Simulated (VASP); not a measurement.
Here is a VASP 6.6.1 calculation.

The input INCAR:

```
  PREC = Accurate
  ENCUT = 600
  EDIFF = 1E-6
  ISMEAR = 0
  SIGMA = 0.01
  LREAL = False
  LASPH = True
  NELM = 120
  ALGO = Normal
  ISIF = 2
  LWAVE = False
  LCHARG = False
  GGA = PS
  NBANDS = 11
  GGA_COMPAT = False
```

Contents of KPOINTS:

```
regular mesh
0
Gamma
  7 7 7
```

The input POSCAR:

```
MgS
1.0
    0.0000000000      2.5910297767      2.5910297767
    2.5910297767      0.0000000000      2.5910297767
    2.5910297767      2.5910297767      0.0000000000
Mg S
1 1
Direct
    0.0000000000      0.0000000000      0.0000000000
    0.5000000000      0.5000000000      0.5000000000
```

Potentials or basis: VASP PAW PBE potentials, release 64 (Mg, S).

Run with:

```sh
$ cat potpaw_PBE.64/Mg/POTCAR potpaw_PBE.64/S/POTCAR > POTCAR
$ mpirun -np 1 vasp_std > vasp.out
```

(1) Estimate the band gap on the k mesh.

(2) Estimate the pressure.

Answers

(1) 2.94 eV, indirect (least direct gap 3.69 eV).

(2) -0.2 GPa.

Caveat: the PAW data sets were made with another functional, which shifts forces and pressure a little.
